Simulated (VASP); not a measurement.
A run of VASP 6.6.1 is set up as follows.

INCAR

```
SYSTEM = AlSi15C16
PREC = Accurate ; ENCUT = 520
EDIFF = 1E-6 ; ISMEAR = 0
SIGMA = 0.01 ; LREAL = Auto
LASPH = .True. ; NELM = 60
ALGO = Normal ; ISIF = 2
LWAVE = .False. ; LCHARG = .False.
GGA = PE ; NELECT = 128.0
NBANDS = 86
```

The input KPOINTS:

```
Automatic mesh
0
Gamma
  2 2 2
  0 0 0
```

POSCAR

```
AlSi15C16
1.0
    3.0941201779     -5.3591733644      0.0000000000
   -6.1882403658      0.0000000058      0.0000000000
    0.0000000000      0.0000000000    -10.1293391949
Al Si C
1 15 16
Direct
    0.3324511924      0.1659752137      0.0620400094
    0.8301746662      0.1614109474      0.0591430493
    0.3370016675      0.6682453213      0.0591400192
    0.8301771980      0.6682458576      0.0591438113
    0.1658887690      0.3325697495      0.5621093255
    0.6655944715      0.3325770902      0.5621164277
    0.1658887480      0.8328758569      0.5621035346
    0.6657889740      0.8326746711      0.5625815080
    0.0008829414      0.0002062986      0.3118706600
    0.4982238074      0.0002040954      0.3118760043
   -0.0008891643      0.4993271977      0.3096234170
    0.4982231634      0.4975467653      0.3118745761
    0.5002582344     -0.0018027970      0.8133515495
    0.9969061033     -0.0017993052      0.8133512575
    0.5002663434      0.5015786749      0.8133532553
    0.9991473539      0.4993299933      0.8126663612
    0.3324425122      0.1659869767      0.2593060408
    0.8321026177      0.1652999377      0.2494767612
    0.3331315514      0.6663253977      0.2494817360
    0.8320941754      0.6663303060      0.2494780906
    0.1657951670      0.3326764935      0.7499367064
    0.6658346814      0.3326750975      0.7499411672
    0.1657925521      0.8326255158      0.7499288118
    0.6658208410      0.8326698322      0.7473891792
   -0.0008825818      0.4993353117      0.4985232055
    0.4998707615      0.5008281361      0.5000745903
   -0.0023654752      0.9985941170      0.5000673135
    0.4998685046      0.9986018881      0.5000724556
    0.5043777729      0.5098349363      0.9966513753
    0.9991214323      0.4992983785      0.9995809925
    0.5043661463      0.9940383275      0.9966466487
    0.9885872597      0.9940329490      0.9966438598
```

Potentials or basis: VASP PAW PBE potentials, release 64 (Al, Si, C).

Run with:

```sh
$ cat potpaw_PBE.64/Al/POTCAR potpaw_PBE.64/Si/POTCAR potpaw_PBE.64/C/POTCAR > POTCAR
$ mpirun -np 1 vasp_std > vasp.out
```

(1) What does it give for the largest force?

## Answers

(1) 0.012 eV/Å.

Caveat: the k points lie up to 0.59 Å⁻¹ apart; the cell carries a net charge on a neutralising background, which shifts energy and pressure.
